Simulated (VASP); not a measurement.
# Cu (R-3m) in VASP: a series of runs, part 2 of 2

VASP 6.6.1.

## 3. Electric field gradients, PBEsol (equal xy, yz and zx shear strains of -2 %)

The input, INCAR:

```
SYSTEM = Cu
PREC     = Accurate       ! precision mode
ENCUT    = 520            ! plane-wave cutoff, eV
EDIFF    = 1E-8           ! SCF threshold, eV
ISMEAR   = -1             ! smearing method
SIGMA    = 0.08           ! smearing width, eV
LREAL    = .False.        ! projectors in reciprocal space
LASPH    = .True.         ! aspherical terms in the spheres
NELM     = 80             ! most SCF steps
ALGO     = Normal         ! electronic algorithm
ISIF     = 2              ! what is computed and relaxed
LWAVE    = .False.        ! write WAVECAR
LCHARG   = .False.        ! write CHGCAR
GGA      = PS             ! functional
LEFG     = .True.       
NBANDS   = 12             ! bands
```

The input, KPOINTS:

```
Automatic mesh
0
Gamma
  19 19 19
  0 0 0
```

The input, POSCAR:

```
Cu
1.0
   -0.0361500000      1.7894250000      1.7894250000
    1.7894250000     -0.0361500000      1.7894250000
    1.7894250000      1.7894250000     -0.0361500000
Cu
1
Direct
    0.0000000000      0.0000000000      0.0000000000
```

Potentials or basis: VASP PAW PBE potentials, release 64 (Cu).

Started as:

```sh
cat potpaw_PBE.64/Cu/POTCAR > POTCAR
mpirun -np 1 vasp_std > vasp.out
```

OUTCAR:

```text
SYSTEM = Cu
   PREC = Accurate
   ENCUT = 520
   EDIFF = 1E-8
   ISMEAR = -1
   LREAL = .False.
   LASPH = .True.
   NELM = 80
   ISIF = 2
   GGA = PS

 ion  position               nearest neighbor table
   1  0.000  0.000  0.000-

  LATTYP: Found a trigonal (rhomboedric) cell.
 ALAT       =     2.5308872918
 COS(alpha) =     0.4797000918

  Lattice vectors:

 A1 = (  -0.0361500000,   1.7894250000,   1.7894250000)
 A2 = (   1.7894250000,  -0.0361500000,   1.7894250000)
 A3 = (   1.7894250000,   1.7894250000,  -0.0361500000)

Analysis of symmetry for initial positions (statically):
=====================================================================
 Subroutine PRICEL returns:
 Original cell was already a primitive cell.

 Routine SETGRP: Setting up the symmetry group for a
 trigonal (rhombohedral) supercell.

 Subroutine GETGRP returns: Found 12 space group operations
 (whereof 12 operations were pure point group operations)
 out of a pool of 12 trial point group operations.

The static configuration has the point symmetry D_3d.

Analysis of symmetry for dynamics (positions and initial velocities):
=====================================================================
 Subroutine PRICEL returns:
 Original cell was already a primitive cell.

 Routine SETGRP: Setting up the symmetry group for a
 trigonal (rhombohedral) supercell.

 Subroutine GETGRP returns: Found 12 space group operations
 (whereof 12 operations were pure point group operations)
 out of a pool of 12 trial point group operations.

The dynamic configuration has the point symmetry D_3d.

[... 153 lines left out ...]
      2       4.3122      2.00000
      3       4.3122      2.00000
      4       4.4771      2.00000
      5       5.2101      2.00000
      6       5.2101      2.00000
      7      29.8685      0.00000
      8      32.1197      0.00000
      9      32.1197      0.00000
     10      33.7399      0.00000
     11      34.6785      0.00000
     12      34.6785      0.00000
[... 331 lines left out ...]
 k-point    24 :      -0.2632    0.0526    0.0000
  band No.  band energies     occupation
      1       0.6454      2.00000
      2       4.0787      2.00000
      3       4.4121      2.00000
      4       4.6147      2.00000
      5       5.2797      2.00000
      6       5.5029      2.00000
      7      18.2131      0.00000
      8      27.0578      0.00000
      9      30.6135      0.00000
     10      32.2634      0.00000
     11      34.0718      0.00000
     12      35.4775      0.00000

 [... further k-points ...]
[... 5 lines left out ...]
  --------------------------------------------------------------------------------------
  -------------------------------------------------------------------------------------
  Total       -0.4162981     -0.4162981     -0.4162981      0.1009795      0.1009795      0.1009795
  in kB      -56.4912623    -56.4912623    -56.4912623     13.7028263     13.7028263     13.7028263
  external PRESSURE =     -56.4912623 kB  Pullay stress =       0.0000000 kB

 VOLUME and BASIS-vectors are now :
 -----------------------------------------------------------------------------
  energy-cutoff  :      520.00
  volume of cell :       11.81
      direct lattice vectors                 reciprocal lattice vectors
    -0.036150000  1.789425000  1.789425000    -0.271091552  0.276681068  0.276681068
     1.789425000 -0.036150000  1.789425000     0.276681068 -0.271091552  0.276681068
     1.789425000  1.789425000 -0.036150000     0.276681068  0.276681068 -0.271091552

 POSITION                                       TOTAL-FORCE (eV/Angst)
 -----------------------------------------------------------------------------------
      0.00000      0.00000      0.00000        -0.000000      0.000000      0.000000
 -----------------------------------------------------------------------------------
    total drift:                                0.000000     -0.000000      0.000000

  FREE ENERGIE OF THE ION-ELECTRON SYSTEM (eV)
  ---------------------------------------------------
  free  energy   TOTEN  =        -4.2994815093 eV

  energy  without entropy=       -4.2925069750  energy(sigma->0) =       -4.29599424

 Electric field gradients (V/A^2)
---------------------------------------------------------------------
 ion       V_xx      V_yy      V_zz      V_xy      V_xz      V_yz
---------------------------------------------------------------------
   1      -0.000    -0.000    -0.000    -0.536    -0.536    -0.536
---------------------------------------------------------------------

 Electric field gradients after diagonalization (V/A^2)
 (convention: |V_zz| > |V_xx| > |V_yy|)
----------------------------------------------------------------------
 ion       V_xx      V_yy      V_zz     asymmetry (V_yy - V_xx)/ V_zz
----------------------------------------------------------------------
   1       0.536     0.536    -1.071       0.000
----------------------------------------------------------------------

           NMR quadrupolar parameters

 Cq : quadrupolar parameter    Cq=e*Q*V_zz/h
 eta: asymmetry parameters     (V_yy - V_xx)/ V_zz
 Q  : nuclear electric quadrupole moment in mb (millibarn)
----------------------------------------------------------------------
 ion       Cq(MHz)       eta       Q (mb)
----------------------------------------------------------------------
   1      -0.003       0.000       1.000
----------------------------------------------------------------------
```

OSZICAR:

```text
N       E                     dE             d eps       ncg     rms          rms(c)
DAV:   1     0.418519916145E+02    0.41852E+02   -0.53640E+03 17884   0.153E+03
DAV:   2    -0.406122129497E+01   -0.45913E+02   -0.42254E+02 16568   0.203E+02
DAV:   3    -0.537603918315E+01   -0.13148E+01   -0.13047E+01 18712   0.397E+01
DAV:   4    -0.538428601655E+01   -0.82468E-02   -0.82456E-02 18172   0.276E+00
DAV:   5    -0.538436259536E+01   -0.76579E-04   -0.76578E-04 19100   0.271E-01    0.840E+00
DAV:   6    -0.477161469927E+01    0.61275E+00   -0.17767E+01 19168   0.797E+01    0.442E+00
DAV:   7    -0.431295005057E+01    0.45866E+00   -0.27845E+00 19188   0.315E+01    0.549E-01
DAV:   8    -0.430153841675E+01    0.11412E-01   -0.61834E-03 19240   0.138E+00    0.340E-01
DAV:   9    -0.429947548981E+01    0.20629E-02   -0.11721E-02 19700   0.184E+00    0.248E-02
DAV:  10    -0.429948024149E+01   -0.47517E-05   -0.40489E-05 23572   0.107E-01    0.582E-03
DAV:  11    -0.429948150400E+01   -0.12625E-05   -0.46753E-07 19712   0.102E-02    0.527E-04
DAV:  12    -0.429948147971E+01    0.24286E-07   -0.20310E-08 13252   0.241E-03    0.769E-05
DAV:  13    -0.429948150789E+01   -0.28172E-07   -0.13445E-09 11224   0.483E-04    0.127E-05
DAV:  14    -0.429948150929E+01   -0.14027E-08   -0.19006E-10  9572   0.197E-04
   1 F= -.42994815E+01 E0= -.42959942E+01  d E =-.697453E-02
```

stdout:

```text
POSCAR found type information on POSCAR Cu
 POSCAR found :  1 types and       1 ions
 scaLAPACK will be used
 -----------------------------------------------------------------------------
|                                                                             |
|                                                                             |
|     You enforced a specific xc type in the INCAR file but a different       |
|     I HOPE YOU KNOW WHAT YOU ARE DOING!                                     |
|                                                                             |
 -----------------------------------------------------------------------------

 LDA part: xc-table for (Slater+PW92), standard interpolation
 POSCAR, INCAR and KPOINTS ok, starting setup
 FFT: planning ... GRIDC
 FFT: planning ... GRID_SOFT
 FFT: planning ... GRID
 WAVECAR not read
 entering main loop
ion   1
```

Wall time 39 s (1 thread of Intel Xeon 6975P-C (Granite Rapids), shared host); peak memory 0.19 GiB.

What came out:

```
Free energy : -4.2995 eV
Pressure    : -5.6 GPa
```

Electric field gradients, principal values (V/Å²):
```
atom  least  middle  greatest (by size)
1 Cu  0.536   0.536              -1.071
```

Caveat: the cell differs from its parent crystal (equal xy, yz and zx shear strains of -2 %); without QUAD_EFG the Cq values of the log hold for a quadrupole moment of 1 mb, not for the nuclei; the PAW data sets were made with another functional, which shifts forces and pressure a little.
